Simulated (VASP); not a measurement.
# P (R-3m) in VASP: further runs

Runs on P. Level: r2SCAN. Tasks: single point.

All numbers are computed with VASP 6.6.1; they aren't measurements. Logs are shortened: lines on timing, memory, paths and dates and some standing lists are left out, and cuts for length are marked.

## Step 1: The cell of the first run

It takes space group R-3m (No. 166, trigonal). Conventional cell: a = 3.474 Å, b = 3.474 Å, c = 9.451 Å, α = 90.00°, β = 90.00°, γ = 120.00°. P (site symmetry 3m) has 6 P at 2.31 to 2.84 Å within 3.1 Å.

## Step 2: Single point, r2SCAN, collinear spin

File POSCAR:

```
P
1.0
    1.7371541546      1.0029464188      3.1504069738
   -1.7371541546      1.0029464188      3.1504069738
    0.0000000000     -2.0058928376      3.1504069738
P
2
Direct
    0.7729197500      0.7729197500      0.7729197500
    0.2270802500      0.2270802500      0.2270802500
```

File INCAR.step1:

```
SYSTEM = P
PREC = Accurate
ENCUT = 520
ISMEAR = 0
SIGMA = 0.1
LREAL = .False.
LASPH = .True.
NELM = 150
ISPIN = 2
MAGMOM = -0.06 -0.27
NBANDS = 16
GGA = PE
ALGO = Normal
EDIFF = 1E-4
LWAVE = .True.
LCHARG = .False.
```

File INCAR.step2:

```
SYSTEM = P
PREC = Accurate
ENCUT = 520
EDIFF = 1E-6
ISMEAR = 0
SIGMA = 0.1
LREAL = .False.
LASPH = .True.
NELM = 150
ALGO = Normal
ISIF = 2
LWAVE = .False.
LCHARG = .True.
ISPIN = 2
MAGMOM = -0.06 -0.27
LORBIT = 11
METAGGA = R2SCAN
LMIXTAU = .True.
LELF = .True.
LVHAR = .True.
NBANDS = 16
ISTART = 1
```

File KPOINTS:

```
regular mesh
0
Gamma
  9 9 9
  0 0 0
```

Potentials or basis: VASP PAW PBE potentials, release 64 (P).

Command:

```sh
cat potpaw_PBE.64/P/POTCAR > POTCAR
cp INCAR.step1 INCAR
mpirun -np 1 vasp_std > vasp.out
cp INCAR.step2 INCAR
mpirun -np 1 vasp_std > vasp.out
```

OUTCAR:

```text
SYSTEM = P
   PREC = Accurate
   ENCUT = 520
   EDIFF = 1E-6
   ISMEAR = 0
   LREAL = .False.
   LASPH = .True.
   NELM = 150
   ISIF = 2
   ISPIN = 2
   LORBIT = 11
   METAGGA = R2SCAN
   ISTART = 1

 ion  position               nearest neighbor table
   1  0.773  0.773  0.773-   2 2.31   2 2.31   2 2.31   2 2.84   2 2.84   2 2.84
   2  0.227  0.227  0.227-   1 2.31   1 2.31   1 2.31   1 2.84   1 2.84   1 2.84

  LATTYP: Found a trigonal (rhomboedric) cell.
 ALAT       =     3.7347918518
 COS(alpha) =     0.5673129383

  Lattice vectors:

 A1 = (   1.7371541546,   1.0029464188,   3.1504069738)
 A2 = (  -1.7371541546,   1.0029464188,   3.1504069738)
 A3 = (   0.0000000000,  -2.0058928376,   3.1504069738)

Analysis of symmetry for initial positions (statically):
=====================================================================
 Subroutine PRICEL returns:
 Original cell was already a primitive cell.

 Routine SETGRP: Setting up the symmetry group for a
 trigonal (rhombohedral) supercell.

 Subroutine GETGRP returns: Found 12 space group operations
 (whereof 12 operations were pure point group operations)
 out of a pool of 12 trial point group operations.

The static configuration has the point symmetry D_3d.

Analysis of symmetry for dynamics (positions and initial velocities):
=====================================================================
 Subroutine PRICEL returns:
 Original cell was already a primitive cell.

 Routine SETGRP: Setting up the symmetry group for a
 trigonal (rhombohedral) supercell.

 Subroutine GETGRP returns: Found 12 space group operations
 (whereof 12 operations were pure point group operations)
 out of a pool of 12 trial point group operations.

The dynamic configuration has the point symmetry D_3d.

Analysis of structural, dynamic, and magnetic symmetry:
=====================================================================
 Subroutine PRICEL returns:
 Original cell was already a primitive cell.

 Routine SETGRP: Setting up the symmetry group for a
 trigonal (rhombohedral) supercell.

 Subroutine GETGRP returns: Found  6 space group operations
 (whereof  6 operations were pure point group operations)
 out of a pool of 12 trial point group operations.

The overall configuration has the point symmetry C_3v.

 Subroutine INISYM returns: Found  6 space group operations
 (whereof  6 operations are pure point group operations),
 and found     1 'primitive' translations

----------------------------------------------------------------------------------------

                                     Primitive cell

  volume of cell :      32.9332

  direct lattice vectors                    reciprocal lattice vectors
     1.737154155  1.002946419  3.150406974     0.287827075  0.166177040  0.105806436
    -1.737154155  1.002946419  3.150406974    -0.287827075  0.166177040  0.105806436
     0.000000000 -2.005892838  3.150406974     0.000000000 -0.332354079  0.105806436

  length of vectors
     3.734791852  3.734791852  3.734791852     0.348789673  0.348789673  0.348789673

  position of ions in fractional coordinates (direct lattice)
     0.772919750  0.772919750  0.772919750
     0.227080250  0.227080250  0.227080250

  ion indices of the primitive-cell ions
   primitive index   ion index
                 1           1
                 2           2

----------------------------------------------------------------------------------------

 KPOINTS: regular mesh

Automatic generation of k-mesh.
 Grid dimensions read from file:
 generate k-points for:    9    9    9

 Generating k-lattice:

  Cartesian coordinates                     Fractional coordinates (reciprocal lattice)
     0.031980786  0.018464116  0.011756271     0.111111111  0.000000000 -0.000000000
    -0.031980786  0.018464116  0.011756271     0.000000000  0.111111111 -0.000000000
     0.000000000 -0.036928231  0.011756271    -0.000000000 -0.000000000  0.111111111

  Length of vectors
     0.038754408  0.038754408  0.038754408

  Shift w.r.t. Gamma in fractional coordinates (k-lattice)
     0.000000000  0.000000000  0.000000000

 Subroutine IBZKPT returns following result:
 ===========================================

 Found     85 irreducible k-points:

 Following reciprocal coordinates:
            Coordinates               Weight
  0.000000  0.000000  0.000000      1.000000
  0.111111  0.000000 -0.000000      6.000000
  0.222222  0.000000 -0.000000      6.000000
  0.333333  0.000000 -0.000000      6.000000
  0.444444  0.000000 -0.000000      6.000000
  0.111111  0.111111 -0.000000      6.000000
[... 16 lines left out ...]
 -0.333333  0.333333  0.000000      6.000000
  0.444444  0.444444 -0.000000      6.000000
 [... further k-points ...]
   k-points           NKPTS =     85   k-points in BZ     NKDIM =     85   number of bands    NBANDS=     16
   number of dos      NEDOS =    301   number of ions     NIONS =      2
   total plane-waves  NPLWV =  21952
   dimension x,y,z NGX =    28 NGY =   28 NGZ =   28
   dimension x,y,z NGXF=    56 NGYF=   56 NGZF=   56
   ions per type =               2
   NGX,Y,Z   is equivalent  to a cutoff of  12.46, 12.46, 12.46 a.u.
   NGXF,Y,Z  is equivalent  to a cutoff of  24.93, 24.93, 24.93 a.u.
 SYSTEM =  P
   PREC   = accura    normal or accurate (medium, high low for compatibility)
   ISTART =      1    job   : 0-new  1-cont  2-samecut
   ICHARG =      0    charge: 1-file 2-atom 10-const
   ISPIN  =      2    spin polarized calculation?
   LNONCOLLINEAR =      F non collinear calculations
   LSORBIT =      F    spin-orbit coupling
   LASPH  =      T    aspherical Exc in radial PAW
   ENCUT  =  520.0 eV  38.22 Ry    6.18 a.u.   6.94  6.94  6.94*2*pi/ulx,y,z
   NELM   =    150;   NELMIN=  2; NELMDL=  0     # of ELM steps
   EDIFF  = 0.1E-05   stopping-criterion for ELM
   LREAL  =      F    real-space projection
   EDIFFG = 0.1E-04   stopping-criterion for IOM
   NSW    =      0    number of steps for IOM
   IBRION =     -1    ionic relax: 0-MD 1-quasi-New 2-CG
   NFREE  =      0    steps in history (QN), initial steepest desc. (CG)
   ISIF   =      2    stress and relaxation
   ISYM   =      2    0-nonsym 1-usesym 2-fastsym
   POTIM  = 0.5000    time-step for ionic-motion
   TEBEG  =    0.0;   TEEND  =   0.0 temperature during run
   PSTRESS=    0.0 pullay stress
   NELECT =      10.0000    total number of electrons
   NUPDOWN=      -1.0000    fix difference up-down
   EMIN   =  10.00;   EMAX   =-10.00  energy-range for DOS
   EFERMI =   0.00;   METHOD = LEGACY
   ISMEAR =     0;   SIGMA  =   0.10  broadening in eV -4-tet -1-fermi 0-gaus
   EFERMI_NEDOS =   21; number of points for ismear=-14 and -15
   IALGO  =     38    algorithm
   IMIX   =      4    mixing-type and parameters
     AMIX     =   0.40;   BMIX     =  1.00
     AMIX_MAG =   1.60;   BMIX_MAG =  1.00
  volume/ion in A,a.u.               =      16.47       111.12
  Fermi-wavevector in a.u.,A,eV,Ry     =   1.100348  2.079357 16.473476  1.210766
  Thomas-Fermi vector in A             =   2.236758
   LORBIT       =     11    0 simple, 1 ext, 2 COOP (PROOUT), +10 PAW based schemes
   METAGGA = R2SCAN    functional components
   LHFCALC =     F    Hartree Fock is set to
   AEXX    =    0.0000 exact exchange contribution
   IVDW    =     0    specifies the selected vdW correction
   LEPSILON=     F    determine dielectric tensor
   LRPA    =     F    only Hartree local field effects (RPA)
 spin polarized calculation
 Gauss-broadening in eV      SIGMA  =   0.10
  energy-cutoff  :      520.00
  volume of cell :       32.93
 maximum number of plane-waves:       906
   NGX = 13   NGY = 13   NGZ = 13

 number of electron      10.0000000 magnetization      -0.0000013

 number of electron      10.0000000 magnetization       0.0000002

 Free energy of the ion-electron system (eV)
  ---------------------------------------------------
  ext. energy  EPLUGINS =         0.00000000
  ---------------------------------------------------
  free energy    TOTEN  =       -17.77781398 eV

  energy without entropy =      -17.77676021  energy(sigma->0) =      -17.77728710

 E-fermi :   8.8883     XC(G=0): -11.1991

 val. band max:        8.8535040859   @ k =   0.3333   0.1111   0.1111
 cond. band min:       8.9075648022   @ k =   0.3333   0.3333   0.3333
 fundamental gap:      0.0540607163
 Fermi energy:         8.8882705203

 spin component 1

 k-point     1 :       0.0000    0.0000    0.0000
  band No.  band energies     occupation
      1      -8.4641      1.00000
      2       4.9423      1.00000
      3       5.3717      1.00000
      4       5.5922      1.00000
      5       5.5922      1.00000
      6      10.2197      0.00000
[... 8 lines left out ...]
     15      21.4784      0.00000
     16      32.2487      0.00000
[... 419 lines left out ...]
 k-point    24 :       0.4444    0.4444   -0.0000
  band No.  band energies     occupation
      1      -4.9770      1.00000
      2      -1.4409      1.00000
      3       1.7603      1.00000
      4       3.0931      1.00000
      5       3.2500      1.00000
      6       9.1448      0.00014
[... 8 lines left out ...]
     15      23.9693      0.00000
     16      25.5107      0.00000

 [... further k-points ...]

 spin component 2

 k-point     1 :       0.0000    0.0000    0.0000
  band No.  band energies     occupation
      1      -8.4641      1.00000
      2       4.9423      1.00000
      3       5.3717      1.00000
      4       5.5922      1.00000
      5       5.5922      1.00000
      6      10.2197      0.00000
[... 8 lines left out ...]
     15      21.4784      0.00000
     16      32.2487      0.00000
[... 419 lines left out ...]
 k-point    24 :       0.4444    0.4444   -0.0000
  band No.  band energies     occupation
      1      -4.9770      1.00000
      2      -1.4409      1.00000
      3       1.7603      1.00000
      4       3.0931      1.00000
      5       3.2500      1.00000
      6       9.1448      0.00014
[... 8 lines left out ...]
     15      23.9693      0.00000
     16      25.5107      0.00000

 [... further k-points ...]

------------------------ aborting loop because EDIFF is reached ----------------------------------------

  FORCE on cell =-STRESS in cart. coord.  units (eV):
  Direction    XX          YY          ZZ          XY          YZ          ZX
  --------------------------------------------------------------------------------------
  -------------------------------------------------------------------------------------
  Total       -0.3431041     -0.3431041     -0.3033719      0.0000000      0.0000000      0.0000000
  in kB      -16.6917739    -16.6917739    -14.7588283      0.0000000      0.0000000      0.0000000
  external PRESSURE =     -16.0474587 kB  Pullay stress =       0.0000000 kB

 VOLUME and BASIS-vectors are now :
 -----------------------------------------------------------------------------
  energy-cutoff  :      520.00
  volume of cell :       32.93
      direct lattice vectors                 reciprocal lattice vectors
     1.737154155  1.002946419  3.150406974     0.287827075  0.166177040  0.105806436
    -1.737154155  1.002946419  3.150406974    -0.287827075  0.166177040  0.105806436
     0.000000000 -2.005892838  3.150406974     0.000000000 -0.332354079  0.105806436

 POSITION                                       TOTAL-FORCE (eV/Angst)
 -----------------------------------------------------------------------------------
      0.00000      0.00000      7.30504         0.000000      0.000000      0.191873
      0.00000      0.00000      2.14619         0.000000      0.000000     -0.191873
 -----------------------------------------------------------------------------------
    total drift:                                0.000000     -0.000000      0.000000

  FREE ENERGIE OF THE ION-ELECTRON SYSTEM (eV)
  ---------------------------------------------------
  free  energy   TOTEN  =       -17.7778139796 eV

  energy  without entropy=      -17.7767602115  energy(sigma->0) =      -17.77728710

 total charge

# of ion       s       p       d       tot
------------------------------------------
    1        1.084   1.334   0.000   2.418
    2        1.084   1.334   0.000   2.418
--------------------------------------------------
tot          2.168   2.668   0.000   4.836

 magnetization (x)

# of ion       s       p       d       tot
------------------------------------------
    1        0.000  -0.000   0.000  -0.000
    2        0.000   0.000   0.000   0.000
--------------------------------------------------
tot          0.000   0.000   0.000   0.000
```

Run time: 5.8 min. Hardware: 1 thread of Oxide Virtual Turin-like, shared host; peak memory 0.18 GiB.

Results:

| Quantity | Value |
| --- | --- |
| Free energy | -17.7778 eV |
| Pressure | -1.6 GPa |
| Largest force | 0.192 eV/Å |
| Band gap on the k mesh | zero (filled and empty bands overlap) |
| Net moment | 0.00 μB per cell |
| Valence electrons inside the program's atomic spheres | P 2.42 |

Forces in eV/Å, atoms in the order of the input:
```
P    0.000  0.000  0.192
P    0.000  0.000 -0.192
```

Levels at points of the mesh, in eV from the Fermi level:
Spin up:
| k point | band 2 | band 3 | band 4 | band 5 | band 6 | band 7 | band 8 | band 9 |
| --- | --- | --- | --- | --- | --- | --- | --- | --- |
| (0.00, 0.00, 0.00) | -3.95 | -3.52 | -3.30 | -3.30 | 1.33 | 2.63 | 2.63 | 6.01 |
Spin down:
| k point | band 3 | band 4 | band 5 | band 6 | band 7 | band 8 |
| --- | --- | --- | --- | --- | --- | --- |
| (0.00, 0.00, 0.00) | -3.52 | -3.30 | -3.30 | 1.33 | 2.63 | 2.63 |

Caveat: the PAW data sets were made with another functional, which shifts forces and pressure a little.

## Step 3: Single point, r2SCAN, collinear spin

This run uses another cell than the first one, of 16.79 Å³/atom.

File POSCAR:

```
P
1.0
    1.7484346925      1.0094592404      3.1708647352
   -1.7484346925      1.0094592404      3.1708647352
    0.0000000000     -2.0189184807      3.1708647352
P
2
Direct
    0.7729197500      0.7729197500      0.7729197500
    0.2270802500      0.2270802500      0.2270802500
```

File INCAR.step1:

```
PREC = Accurate ; ENCUT = 520
ISMEAR = 0 ; SIGMA = 0.1
LREAL = False ; LASPH = True
NELM = 150 ; ISPIN = 2
MAGMOM = -0.06 -0.27 ; NBANDS = 16
GGA = PE ; ALGO = Normal
EDIFF = 1E-4 ; LWAVE = True
LCHARG = False
```

File INCAR.step2:

```
PREC = Accurate ; ENCUT = 520
EDIFF = 1E-6 ; ISMEAR = 0
SIGMA = 0.1 ; LREAL = False
LASPH = True ; NELM = 150
ALGO = Normal ; ISIF = 2
LWAVE = False ; LCHARG = False
ISPIN = 2 ; MAGMOM = -0.06 -0.27
LORBIT = 11 ; METAGGA = R2SCAN
LMIXTAU = True ; NBANDS = 16
ISTART = 1
```

File KPOINTS:

```
Automatic mesh
0
Gamma
  9 9 9
```

Potentials or basis: VASP PAW PBE potentials, release 64 (P).

Command:

```sh
cat potpaw_PBE.64/P/POTCAR > POTCAR
cp INCAR.step1 INCAR
mpirun -np 1 vasp_std > vasp.out
cp INCAR.step2 INCAR
mpirun -np 1 vasp_std > vasp.out
```

Run time: 5.5 min. Hardware: 1 thread of Oxide Virtual Turin-like, shared host; peak memory 0.18 GiB.

The run converged. Its results:

```
Free energy                                           : -17.7682 eV
Pressure                                              : -3.3 GPa
Largest force                                         : 0.322 eV/Å
Band gap on the k mesh                                : zero (filled and empty bands overlap)
Net moment                                            : 0.00 μB per cell
Valence electrons inside the program's atomic spheres : P 2.41
```

Forces on the atoms (eV/Å):
```
P    0.000  0.000  0.322
P    0.000  0.000 -0.322
```

Stress tensor (GPa, compression positive):
```
-3.49  0.00  0.00
 0.00 -3.49  0.00
 0.00  0.00 -2.79
```

Levels at points of the mesh, in eV from the Fermi level:
Spin up:
```
           k point  band 2  band 3  band 4  band 5  band 6  band 7  band 8  band 9
(0.00, 0.00, 0.00)   -4.04   -3.41   -3.21   -3.21    1.36    2.65    2.65    6.07
```
Spin down:
```csv
k point,band 1,band 2,band 3,band 4,band 5,band 6,band 7,band 8,band 9,band 10
"(0.00, 0.00, 0.00)",-17.11,-4.04,-3.41,-3.21,-3.21,1.36,2.65,2.65,6.07,6.07
```

Caveat: the cell stands under tension; the PAW data sets were made with another functional, which shifts forces and pressure a little.

The gap in the log of VASP goes by the Fermi energy; the results here count the filled bands.